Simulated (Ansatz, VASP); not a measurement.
C: VASP beside Ansatz

```
CELL_PARAMETERS angstrom
0.00000 1.78012 1.78012
1.78012 0.00000 1.78012
1.78012 1.78012 0.00000
ATOMIC_POSITIONS crystal
C 0.00000 0.00000 0.00000
C 0.25000 0.25000 0.25000
```

Alike in both runs: task single point; functional PBE-based screened hybrid with a share of 0.4 of exact exchange and HFSCREEN = 0.3; k mesh 6 × 6 × 6; no spin polarisation.

|  | VASP | Ansatz |
| --- | --- | --- |
| version | VASP 6.6.1 | Ansatz 0.2.0 |
| potentials or method | VASP PAW PBE potentials, release 64 (C_h) | plane waves |
| plane-wave cutoff (eV) | 1000 | 420 |
| occupations | gaussian, width 0.01 eV | fixed |
| valence electrons in the cell | 8 | 8 |

|  | VASP | Ansatz | Ansatz less VASP |
| --- | --- | --- | --- |
| gap on the k mesh at the Fermi level (eV) | 5.69 | 5.69 | +0.005 |

VASP's potentials were made for PBE, not for PBE-based screened hybrid. Ansatz's warnings: stress exchange threshold loose, stress scf threshold loose.

The k mesh is coarse, so the values compare programs but aren't converged.
